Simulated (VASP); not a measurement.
## ScAl3: relaxation of cell and atoms with PBE

ScAl3:

```
Sc Al
1.0
    -1.99121    1.99121    4.35393
     1.99121   -1.99121    4.35393
     1.99121    1.99121   -4.35393
Sc Al
1 3
Cartesian
  0.0000 0.0000 0.0000
  0.0000 1.9912 2.1770
  1.9912 0.0000 2.1770
  0.0000 0.0000 4.3539
```

| Quantity | Value |
| --- | --- |
| Program | VASP 6.6.1 |
| Task | relaxation of cell and atoms |
| Functional | PBE |
| Potentials or basis | VASP PAW PBE potentials, release 64 (Sc_sv, Al) |
| Cutoff | 600 eV |
| k mesh | 14 × 14 × 14 |
| Occupations | fermi-dirac, width 0.15 eV |
| Spin | no spin polarisation |
| Target pressure | 8 GPa |
| Dipole correction | no |
| Further INCAR settings | ALGO = Fast; EDIFF = 1e-06; IBRION = 2; EDIFFG = -0.001; NSW = 80; ISIF = 3 |

The relaxed volume is 16.46 Å³/atom, the relaxed cell is a = 5.099 Å, b = 5.099 Å, c = 5.099 Å, α = 134.75°, β = 134.75°, γ = 65.91° and the space group after relaxing (to 0.1 Å) is I4/mmm (No. 139). The energy change on relaxing (the run minimises the enthalpy) is +27.3 meV/atom. The ionic steps are 16, the pressure after relaxing is 8.0 GPa and the band gap on the k mesh is zero (bands 10 and 11 overlap by 2.20 eV).

The path:
```
step  energy change (eV)  largest force (eV/Å)  pressure (GPa)  volume (Å³)
   1              0.0000                0.0000            3.10        69.05
   2              0.2259                0.0000           11.57        63.91
   3              0.1095                0.0000            8.01        65.82
   4              0.1063                0.0000            7.92        65.88
   5              0.1065                0.0000            7.91        65.88
   6              0.1067                0.0000            7.91        65.87
   7              0.1114                0.0000            8.05        65.78
   8              0.1093                0.0000            8.01        65.82
   9              0.1090                0.0000            7.99        65.83
  10              0.1091                0.0000            7.99        65.83
  11              0.1092                0.0000            7.99        65.83
  12              0.1092                0.0000            7.99        65.82
  13              0.1093                0.0000            8.00        65.82
  14              0.1094                0.0000            8.00        65.82
  15              0.1093                0.0000            8.01        65.82
  16              0.1093                0.0000            8.00        65.82
```

Final structure:
```
Sc Al
1.0
    -1.96125    1.96125    4.27810
     1.96125   -1.96125    4.27810
     1.96125    1.96125   -4.27810
Sc Al
1 3
Direct
  0.00000 0.00000 0.00000
  0.75000 0.25000 0.50000
  0.25000 0.75000 0.50000
  0.50000 0.50000 0.00000
```

Levels at points of the mesh, in eV from the Fermi level:
```
           k point  band 6  band 7  band 8  band 9  band 10  band 11  band 12  band 13  band 14
(0.00, 0.00, 0.00)   -2.53   -2.31   -1.11   -1.11    -1.03     1.72     1.72     1.83     1.89
(0.50, 0.00, 0.00)   -6.80   -3.33   -2.73   -0.78     0.36     1.19     1.91     2.88     2.97
(0.50, 0.50, 0.00)   -5.01   -4.39   -3.63   -2.48    -1.89    -0.54     2.78     2.95     3.24
(0.50, 0.50, 0.50)   -7.27   -1.87   -1.00   -1.00     0.21     1.55     1.55     2.05     3.77
```

It took 41 min on 1 thread of Intel(R) Xeon(R) Platinum 8259CL CPU @ 2.50GHz (Skylake/Cascade Lake), on a shared host, peak memory 0.51 GiB.

Caveat: the cell is relaxed towards a set pressure, so the run minimises the enthalpy, not the energy.
